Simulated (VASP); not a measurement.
**Ge: single point with PBE**

Ge:

```
CELL_PARAMETERS angstrom
-1.64444 1.64444 1.64444
1.64444 -1.64444 1.64444
1.64444 1.64444 -1.64444
ATOMIC_POSITIONS crystal
Ge 0.00000 0.00000 0.00000
```

This cell differs from its parent crystal: volume scaled by 0.92.

```yaml
Program: VASP 6.6.1
Task: single point
Functional: PBE
Potentials_or_basis: VASP PAW PBE potentials, release 64 (Ge_d)
Cutoff: 520 eV
k_mesh: 15 × 15 × 15
Occupations: fermi-dirac, width 0.1 eV
Spin: no spin polarisation
```

```
Pressure               : 5.7 GPa
Band gap on the k mesh : zero (band 7 reaches 17.23 eV, above the bottom of band 8 at 4.18 eV)
```

Levels at points of the mesh, in eV from the Fermi level:
```csv
k point,band 5,band 6,band 7,band 8,band 9,band 10
"(0.00, 0.00, 0.00)",-24.68,-13.66,9.80,9.80,9.80,15.42
```

Wall time 23 s on 1 thread of Intel Xeon 8259CL, with other jobs on the host, peak memory 0.15 GiB.
